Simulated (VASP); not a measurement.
# Cu (P6_3/mmc) in VASP: notebook, part 2 of 2

VASP 6.6.1. Earlier steps stand in the parts before.

### Step 4. Single point, PBE (13.40 Å³/atom)

INCAR reads:

```
PREC = Accurate
ENCUT = 520
EDIFF = 1E-7
ISMEAR = 0
SIGMA = 0.15
LREAL = F
LASPH = T
NELM = 60
ALGO = Fast
ISIF = 2
LWAVE = F
LCHARG = F
GGA = PE
NBANDS = 18
```

KPOINTS reads:

```
regular mesh
0
Gamma
  21 21 12
```

POSCAR reads:

```
Cu
1.0
    2.7205691467      0.0000000000      0.0000000000
   -1.3602845734      2.3560819937      0.0000000000
    0.0000000000      0.0000000000      4.1826030061
Cu
2
Direct
    0.3333333333      0.6666666667      0.2500000000
    0.6666666667      0.3333333333      0.7500000000
```

Potentials or basis: VASP PAW PBE potentials, release 64 (Cu).

Launch:

```sh
cat potpaw_PBE.64/Cu/POTCAR > POTCAR
mpirun -np 1 vasp_std > vasp.out
```

OUTCAR:

```text
PREC = Accurate
   ENCUT = 520
   EDIFF = 1E-7
   ISMEAR = 0
   LREAL = F
   LASPH = T
   NELM = 60
   ISIF = 2
   GGA = PE

 ion  position               nearest neighbor table
   1  0.333  0.667  0.250-   2 2.62   2 2.62   2 2.62   2 2.62   2 2.62   2 2.62
   2  0.667  0.333  0.750-   1 2.62   1 2.62   1 2.62   1 2.62   1 2.62   1 2.62

  LATTYP: Found a hexagonal cell.
 ALAT       =     2.7205691467
 C/A-ratio  =     1.5374000000

  Lattice vectors:

 A1 = (   2.7205691467,   0.0000000000,   0.0000000000)
 A2 = (  -1.3602845734,   2.3560819937,   0.0000000000)
 A3 = (   0.0000000000,   0.0000000000,   4.1826030061)

Analysis of symmetry for initial positions (statically):
=====================================================================
 Subroutine PRICEL returns:
 Original cell was already a primitive cell.

 Routine SETGRP: Setting up the symmetry group for a
 hexagonal supercell.

 Subroutine GETGRP returns: Found 24 space group operations
 (whereof 12 operations were pure point group operations)
 out of a pool of 24 trial point group operations.

The static configuration has the point symmetry D_3d.
 The point group associated with its full space group is D_6h.

Analysis of symmetry for dynamics (positions and initial velocities):
=====================================================================
 Subroutine PRICEL returns:
 Original cell was already a primitive cell.

 Routine SETGRP: Setting up the symmetry group for a
 hexagonal supercell.

 Subroutine GETGRP returns: Found 24 space group operations
 (whereof 12 operations were pure point group operations)
 out of a pool of 24 trial point group operations.

The dynamic configuration has the point symmetry D_3d.
 The point group associated with its full space group is D_6h.

 Subroutine INISYM returns: Found 24 space group operations
 (whereof 12 operations are pure point group operations),
 and found     1 'primitive' translations

[... 111 lines left out ...]
   IALGO  =     68    algorithm
   IMIX   =      4    mixing-type and parameters
     AMIX     =   0.40;   BMIX     =  1.00
     AMIX_MAG =   1.60;   BMIX_MAG =  1.00
  volume/ion in A,a.u.               =      13.40        90.46
  Fermi-wavevector in a.u.,A,eV,Ry     =   1.532675  2.896336 31.961353  2.349093
  Thomas-Fermi vector in A             =   2.639848
   LORBIT       =      0    0 simple, 1 ext, 2 COOP (PROOUT), +10 PAW based schemes
   GGA     = PE    functional components
   LHFCALC =     F    Hartree Fock is set to
   AEXX    =    0.0000 exact exchange contribution
   IVDW    =     0    specifies the selected vdW correction
   LEPSILON=     F    determine dielectric tensor
   LRPA    =     F    only Hartree local field effects (RPA)
 non-spin polarized calculation
 RMM-DIIS sequential band-by-band and
 Gauss-broadening in eV      SIGMA  =   0.15
  energy-cutoff  :      520.00
  volume of cell :       26.81
 maximum number of plane-waves:       735
   NGX = 11   NGY = 11   NGZ = 15

 number of electron      22.0000010 magnetization

 Free energy of the ion-electron system (eV)
  ---------------------------------------------------
  ext. energy  EPLUGINS =         0.00000000
  ---------------------------------------------------
  free energy    TOTEN  =        -7.31086091 eV

  energy without entropy =       -7.30231381  energy(sigma->0) =       -7.30658736

 E-fermi :   6.0981     XC(G=0): -12.0038

 val. band max:        6.0939536863   @ k =   0.4286   0.0000   0.5000
 cond. band min:       6.1054082354   @ k =   0.1905   0.1429   0.3333
 fundamental gap:      0.0114545491
 Fermi energy:         6.0980794615

 k-point     1 :       0.0000    0.0000    0.0000
  band No.  band energies     occupation
      1      -2.3129      2.00000
      2       1.8078      2.00000
      3       3.5007      2.00000
      4       3.5007      2.00000
      5       3.6214      2.00000
      6       3.7080      2.00000
[... 481 lines left out ...]
      5       3.4679      2.00000
      6       3.5878      2.00000
[... 10 lines left out ...]
     17      24.1306      0.00000
     18      25.8811      0.00000

 [... further k-points ...]

------------------------ aborting loop because EDIFF is reached ----------------------------------------

  FORCE on cell =-STRESS in cart. coord.  units (eV):
  Direction    XX          YY          ZZ          XY          YZ          ZX
  --------------------------------------------------------------------------------------
  -------------------------------------------------------------------------------------
  Total       -2.0227863     -2.0227863     -1.0302833      0.0000000      0.0000000      0.0000000
  in kB     -120.8825960   -120.8825960    -61.5701785      0.0000000      0.0000000      0.0000000
  external PRESSURE =    -101.1117902 kB  Pullay stress =       0.0000000 kB

 VOLUME and BASIS-vectors are now :
 -----------------------------------------------------------------------------
  energy-cutoff  :      520.00
  volume of cell :       26.81
      direct lattice vectors                 reciprocal lattice vectors
     2.720569147  0.000000000  0.000000000     0.367570147  0.212216723  0.000000000
    -1.360284573  2.356081994  0.000000000     0.000000000  0.424433446  0.000000000
     0.000000000  0.000000000  4.182603006     0.000000000  0.000000000  0.239085564

 POSITION                                       TOTAL-FORCE (eV/Angst)
 -----------------------------------------------------------------------------------
     -0.00000      1.57072      1.04565         0.000000     -0.000000      0.000000
      1.36028      0.78536      3.13695        -0.000000      0.000000      0.000000
 -----------------------------------------------------------------------------------
    total drift:                               -0.000000      0.000000     -0.000000

  FREE ENERGIE OF THE ION-ELECTRON SYSTEM (eV)
  ---------------------------------------------------
  free  energy   TOTEN  =        -7.3108609120 eV

  energy  without entropy=       -7.3023138117  energy(sigma->0) =       -7.30658736
```

stdout:

```text
POSCAR found type information on POSCAR Cu
 POSCAR found :  1 types and       2 ions
 scaLAPACK will be used
 LDA part: xc-table for (Slater+PW92), standard interpolation
 POSCAR, INCAR and KPOINTS ok, starting setup
 FFT: planning ... GRIDC
 FFT: planning ... GRID_SOFT
 FFT: planning ... GRID
 WAVECAR not read
 entering main loop
WARNING in EDDRMM: call to ZHEGV failed, returncode =   8  4     18
WARNING in EDDRMM: call to ZHEGV failed, returncode =   6  3     16
 num prob WARNING in EDDRMM: call to ZHEGV failed, returncode =   6  3     16
 num prob WARNING in EDDRMM: call to ZHEGV failed, returncode =   8  4     16
 num prob  num prob  num prob  num prob  num prob RMM:  16    -0.731086091198E+01    0.68567E-07   -0.75267E-07 10875   0.927E-03
```

Run time: 1.8 min. Hardware: 1 thread of AMD EPYC 7R43 (Zen 3), shared host; peak memory 0.2 GiB.

What came out:

```yaml
Free_energy: -7.3109 eV
Pressure: -10.1 GPa
Band_gap_on_the_k_mesh: zero (bands 11 and 12 overlap by 5.28 eV)
```

Stress tensor (GPa, compression positive):
```
-12.09   0.00   0.00
  0.00 -12.09   0.00
  0.00   0.00  -6.16
```

Caveat: the cell stands under tension.

### Step 5. Single point, PBE (10.53 Å³/atom)

This run uses another cell than the first one, of 10.53 Å³/atom.

INCAR reads:

```
SYSTEM = Cu
  ALGO = Normal
  EDIFF = 1E-6
  ENCUT = 520
  GGA = PE
  ISIF = 2
  ISMEAR = 0
  LASPH = .True.
  LCHARG = .False.
  LREAL = .False.
  LWAVE = .False.
  NBANDS = 18
  NELM = 60
  PREC = Accurate
  SIGMA = 0.15
```

KPOINTS reads:

```
k-points
0
Gamma
  21 21 12
  0 0 0
```

POSCAR reads:

```
Cu
1.0
    2.4604488427      0.0000000000      0.0000000000
   -1.2302244214      2.1308112025      0.0000000000
    0.0000000000      0.0000000000      4.0177372823
Cu
2
Direct
    0.3333333333      0.6666666667      0.2500000000
    0.6666666667      0.3333333333      0.7500000000
```

Potentials or basis: VASP PAW PBE potentials, release 64 (Cu).

Launch:

```sh
cat potpaw_PBE.64/Cu/POTCAR > POTCAR
mpirun -np 1 vasp_std > vasp.out
```

OUTCAR:

```text
SYSTEM = Cu
   EDIFF = 1E-6
   ENCUT = 520
   GGA = PE
   ISIF = 2
   ISMEAR = 0
   LASPH = .True.
   LREAL = .False.
   NELM = 60
   PREC = Accurate

 ion  position               nearest neighbor table
   1  0.333  0.667  0.250-   2 2.46   2 2.46   2 2.46   2 2.46   2 2.46   2 2.46
   2  0.667  0.333  0.750-   1 2.46   1 2.46   1 2.46   1 2.46   1 2.46   1 2.46

  LATTYP: Found a hexagonal cell.
 ALAT       =     2.4604488427
 C/A-ratio  =     1.6329285993

  Lattice vectors:

 A1 = (   2.4604488427,   0.0000000000,   0.0000000000)
 A2 = (  -1.2302244214,   2.1308112025,   0.0000000000)
 A3 = (   0.0000000000,   0.0000000000,   4.0177372823)

Analysis of symmetry for initial positions (statically):
=====================================================================
 Subroutine PRICEL returns:
 Original cell was already a primitive cell.

 Routine SETGRP: Setting up the symmetry group for a
 hexagonal supercell.

 Subroutine GETGRP returns: Found 24 space group operations
 (whereof 12 operations were pure point group operations)
 out of a pool of 24 trial point group operations.

The static configuration has the point symmetry D_3d.
 The point group associated with its full space group is D_6h.

Analysis of symmetry for dynamics (positions and initial velocities):
=====================================================================
 Subroutine PRICEL returns:
 Original cell was already a primitive cell.

 Routine SETGRP: Setting up the symmetry group for a
 hexagonal supercell.

 Subroutine GETGRP returns: Found 24 space group operations
 (whereof 12 operations were pure point group operations)
 out of a pool of 24 trial point group operations.

The dynamic configuration has the point symmetry D_3d.
 The point group associated with its full space group is D_6h.

 Subroutine INISYM returns: Found 24 space group operations
 (whereof 12 operations are pure point group operations),
 and found     1 'primitive' translations

----------------------------------------------------------------------------------------

                                     Primitive cell
[... 112 lines left out ...]
  volume/ion in A,a.u.               =      10.53        71.07
  Fermi-wavevector in a.u.,A,eV,Ry     =   1.660997  3.138829 37.537251  2.758910
  Thomas-Fermi vector in A             =   2.748136
   LORBIT       =      0    0 simple, 1 ext, 2 COOP (PROOUT), +10 PAW based schemes
   GGA     = PE    functional components
   LHFCALC =     F    Hartree Fock is set to
   AEXX    =    0.0000 exact exchange contribution
   IVDW    =     0    specifies the selected vdW correction
   LEPSILON=     F    determine dielectric tensor
   LRPA    =     F    only Hartree local field effects (RPA)
 non-spin polarized calculation
 Gauss-broadening in eV      SIGMA  =   0.15
  energy-cutoff  :      520.00
  volume of cell :       21.06
 maximum number of plane-waves:       580
   NGX =  9   NGY =  9   NGZ = 15

 number of electron      22.0000012 magnetization

 Free energy of the ion-electron system (eV)
  ---------------------------------------------------
  ext. energy  EPLUGINS =         0.00000000
  ---------------------------------------------------
  free energy    TOTEN  =        -7.23735471 eV

  energy without entropy =       -7.23094116  energy(sigma->0) =       -7.23414794

 E-fermi :   9.1325     XC(G=0): -13.4055

 val. band max:        9.1223461786   @ k =   0.2857   0.1905   0.4167
 cond. band min:       9.1452823008   @ k =   0.4762   0.0476   0.0833
 fundamental gap:      0.0229361222
 Fermi energy:         9.1325050104

 k-point     1 :       0.0000    0.0000    0.0000
  band No.  band energies     occupation
      1      -1.1654      2.00000
      2       3.3227      2.00000
      3       5.6815      2.00000
      4       5.7445      2.00000
      5       5.7445      2.00000
      6       5.9946      2.00000
[... 481 lines left out ...]
      5       5.7212      2.00000
      6       5.8284      2.00000
[... 10 lines left out ...]
     17      30.1917      0.00000
     18      31.5816      0.00000

 [... further k-points ...]

------------------------ aborting loop because EDIFF is reached ----------------------------------------

  FORCE on cell =-STRESS in cart. coord.  units (eV):
  Direction    XX          YY          ZZ          XY          YZ          ZX
  --------------------------------------------------------------------------------------
  -------------------------------------------------------------------------------------
  Total        3.2106742      3.2106742      3.4930342     -0.0000000      0.0000000      0.0000000
  in kB      244.2114205    244.2114205    265.6883887     -0.0000000      0.0000000      0.0000000
  external PRESSURE =     251.3704099 kB  Pullay stress =       0.0000000 kB

 VOLUME and BASIS-vectors are now :
 -----------------------------------------------------------------------------
  energy-cutoff  :      520.00
  volume of cell :       21.06
      direct lattice vectors                 reciprocal lattice vectors
     2.460448843  0.000000000  0.000000000     0.406429909  0.234652418  0.000000000
    -1.230224421  2.130811202  0.000000000     0.000000000  0.469304835  0.000000000
     0.000000000  0.000000000  4.017737282     0.000000000  0.000000000  0.248896314

 POSITION                                       TOTAL-FORCE (eV/Angst)
 -----------------------------------------------------------------------------------
     -0.00000      1.42054      1.00443        -0.000000     -0.000000      0.000000
      1.23022      0.71027      3.01330         0.000000      0.000000      0.000000
 -----------------------------------------------------------------------------------
    total drift:                               -0.000000      0.000000     -0.000000

  FREE ENERGIE OF THE ION-ELECTRON SYSTEM (eV)
  ---------------------------------------------------
  free  energy   TOTEN  =        -7.2373547112 eV

  energy  without entropy=       -7.2309411646  energy(sigma->0) =       -7.23414794
```

OSZICAR:

```text
N       E                     dE             d eps       ncg     rms          rms(c)
DAV:   1     0.119322833718E+03    0.11932E+03   -0.10527E+04 13320   0.226E+03
DAV:   2    -0.289061066463E+01   -0.12221E+03   -0.11607E+03 12138   0.291E+02
DAV:   3    -0.906132658982E+01   -0.61707E+01   -0.59825E+01 13482   0.869E+01
DAV:   4    -0.912495486054E+01   -0.63628E-01   -0.63580E-01 14416   0.951E+00
DAV:   5    -0.912575171300E+01   -0.79685E-03   -0.79682E-03 14696   0.932E-01    0.110E+01
DAV:   6    -0.780661975085E+01    0.13191E+01   -0.97861E+00 12866   0.936E+01    0.454E+00
DAV:   7    -0.727002569766E+01    0.53659E+00   -0.17261E+00 13242   0.362E+01    0.962E-01
DAV:   8    -0.724014163626E+01    0.29884E-01   -0.10493E-02 17372   0.117E+00    0.385E-01
DAV:   9    -0.723732000167E+01    0.28216E-02   -0.31620E-03 15146   0.171E+00    0.218E-02
DAV:  10    -0.723735391184E+01   -0.33910E-04   -0.15144E-04 13154   0.135E-01    0.540E-03
DAV:  11    -0.723735500943E+01   -0.10976E-05   -0.21410E-06 13106   0.180E-02    0.209E-03
DAV:  12    -0.723735471122E+01    0.29821E-06   -0.28529E-07  7076   0.108E-02
   1 F= -.72373547E+01 E0= -.72341479E+01  d E =-.641355E-02
```

Wall time 62 s (1 thread of AMD EPYC 7R43 (Zen 3), shared host); peak memory 0.18 GiB.

What came out:

```yaml
Free_energy: -7.2374 eV
Pressure: 25.1 GPa
Band_gap_on_the_k_mesh: zero (bands 11 and 12 overlap by 6.47 eV)
```

Stress tensor (GPa, compression positive):
```
24.42  0.00  0.00
 0.00 24.42  0.00
 0.00  0.00 26.57
```

Levels at points of the mesh, in eV from the Fermi level:
```
           k point  band 8  band 9  band 10  band 11  band 12  band 13  band 14  band 15
(0.00, 0.00, 0.00)   -2.79   -2.79    -1.91    -1.91    -1.38     4.33    22.23    23.52
(0.00, 0.00, 0.50)   -3.43   -2.17    -2.17    -2.17    -2.17    13.41    13.41    22.97
```

Caveat: the cell stands under pressure.

### Step 6. Overview

| cell | gap on the mesh (eV) | pressure (GPa) |
| --- | --- | --- |
| a = 2.666, b = 2.666, c = 4.354 Å, angles 90.0, 90.0, 120.0°, 2 atoms | none | -11.3 |
| a = 2.613, b = 2.613, c = 4.533 Å, angles 90.0, 90.0, 120.0°, 2 atoms | none | -10.9 |
| a = 2.721, b = 2.721, c = 4.183 Å, angles 90.0, 90.0, 120.0°, 2 atoms | none | -10.1 |
| a = 2.460, b = 2.460, c = 4.018 Å, angles 90.0, 90.0, 120.0°, 2 atoms | none | 25.1 |

Alike in all rows: task single point; level PBE; potentials or basis VASP PAW PBE potentials, release 64 (Cu); no spin polarisation; k mesh 21 × 21 × 12; cutoff (eV) 520; smearing gaussian 0.15 eV.

Caveats: the cell stands under tension (at least some runs); the cell stands under pressure (at least some runs).

Total energies depend on the potentials used, so only differences within one code and one set of settings carry meaning.
